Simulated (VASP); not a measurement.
Cd2SO: relaxation of cell and atoms with PBE

The system is Cd2SO.

```
O Cd S
1.0
     3.55372    0.00000    0.00000
     0.00000    3.55372    0.00000
     0.00000    0.00000    5.02572
O Cd S
1 2 1
Direct
  0.00000 0.00000 0.00000
  0.00000 0.50000 0.75000
  0.50000 0.00000 0.25000
  0.50000 0.50000 0.50000
```

```json
{
 "Program": "VASP 6.6.1",
 "Task": "relaxation of cell and atoms",
 "Functional": "PBE",
 "Potentials or basis": "VASP PAW PBE potentials, release 64 (O, Cd, S)",
 "Cutoff": "600 eV",
 "k mesh": "6 × 6 × 6",
 "Occupations": "fermi-dirac, width 0.02 eV",
 "Spin": "no spin polarisation",
 "Dipole correction": "no",
 "Further INCAR settings": "ALGO = Normal; EDIFF = 1e-07; IBRION = 2; EDIFFG = -0.005; NSW = 80; ISIF = 3"
}
```

The relaxed volume is 21.16 Å³/atom, the relaxed cell is a = 3.938 Å, b = 3.938 Å, c = 5.459 Å, α = 90.00°, β = 90.00°, γ = 90.00° and the space group after relaxing (to 0.05 Å) is P-4m2 (No. 115). The energy gained by relaxing is 729.9 meV/atom. The ionic steps are 17. The pressure after relaxing is 0.0 GPa, the largest force after relaxing is 0.004 eV/Å and the band gap on the k mesh is zero (filled and empty bands touch).

Forces on the atoms (eV/Å):
```
O    0.000  0.000  0.000
Cd   0.000  0.000 -0.004
Cd   0.000  0.000  0.004
S    0.000  0.000  0.000
```

Step by step:
```
step  energy change (eV)  largest force (eV/Å)  pressure (GPa)  volume (Å³)
   1              0.0000                4.3953           43.77        63.47
   2             -1.7061                0.1894          -11.14       112.20
   3             -2.8436                0.7218           -1.58        87.28
   4             -2.8448                0.7569           -1.17        86.75
   5             -2.8444                0.7923           -0.76        86.24
   6             -2.8920                0.4944           -0.06        85.05
   7             -2.9137                0.0805            1.08        83.47
   8             -2.9139                0.1098            1.00        83.58
   9             -2.9180                0.0229           -0.38        85.13
  10             -2.9185                0.0097           -0.04        84.74
  11             -2.9188                0.0071           -0.03        84.72
  12             -2.9194                0.0001           -0.01        84.67
  13             -2.9195                0.0134            0.04        84.55
  14             -2.9197                0.0078            0.03        84.59
  15             -2.9197                0.0003           -0.06        84.70
  16             -2.9197                0.0019           -0.04        84.67
  17             -2.9197                0.0043           -0.01        84.64
```

Final structure:
```
CELL_PARAMETERS angstrom
3.93760 0.00000 0.00000
0.00000 3.93760 0.00000
0.00000 0.00000 5.45899
ATOMIC_POSITIONS crystal
O 0.00000 0.00000 0.00000
Cd 0.00000 0.50000 0.79196
Cd 0.50000 0.00000 0.20804
S 0.50000 0.50000 0.50000
```

Levels at points of the mesh, in eV from the Fermi level:
```
           k point  band 16  band 17  band 18  band 19  band 20  band 21
(0.00, 0.00, 0.00)    -0.13    -0.05    -0.02    -0.02     4.42     5.41
(0.50, 0.00, 0.00)    -1.60    -1.23    -0.26     3.63     3.95     5.88
(0.50, 0.50, 0.00)    -1.69    -1.69    -1.52     3.53     4.10     5.31
(0.00, 0.00, 0.50)    -1.44    -0.45    -0.45     2.61     3.65     5.91
(0.50, 0.00, 0.50)    -0.77    -0.74    -0.23     2.23     4.41     5.73
(0.50, 0.50, 0.50)    -2.04    -1.93    -1.93     5.03     5.03     5.35
```

Run time: 7.6 min on 1 thread of Intel(R) Xeon(R) Platinum 8488C (Sapphire Rapids), on a shared host, peak memory 0.23 GiB.

Caveat: the volume moved by over 15 % at a fixed basis, so the end points are rough.
